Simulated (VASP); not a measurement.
Sn, 2 atoms in the cell. Symmetry: R-3m, No. 166, trigonal system. The conventional cell has a = 4.645 Å, b = 4.645 Å, c = 11.600 Å, α = 90.00°, β = 90.00°, γ = 120.00°. Sn (site symmetry 3m) has 4 Sn at 2.86 to 2.88 Å within 3.8 Å.  This cell differs from its parent crystal: strain along [111] +1.9%.

```yaml
Program: VASP 6.6.1
Task: single point
Functional: HSE06
Potentials_or_basis: VASP PAW PBE potentials, release 64 (Sn_d)
Cutoff: 520 eV
k_mesh: 4 × 4 × 4
Occupations: fermi-dirac, width 0.02 eV
Spin: no spin polarisation
Dipole_correction: no
Grid_for_exact_exchange_PRECFOCK: Normal
Further_INCAR_settings: ALGO = Normal; EDIFF = 1e-06; NBANDS = 21
Share_of_exact_exchange: 0.25
Screening_parameter: 0.2079 1/Å
```

Potentials or basis: VASP PAW PBE potentials, release 64 (Sn_d).

Launch:

```console
$ cat potpaw_PBE.64/Sn_d/POTCAR > POTCAR
$ cp INCAR.step1 INCAR
$ mpirun -np 1 vasp_std > vasp.out
$ cp INCAR.step2 INCAR
$ mpirun -np 1 vasp_std > vasp.out
```

Hardware: 1 thread of Intel Xeon 8259CL (shared host).

Q: Estimate the wall time of this run.

A: It took 86 min on 1 thread of Intel Xeon 8259CL (shared host), peak memory 0.33 GiB. Counts: k points 13.
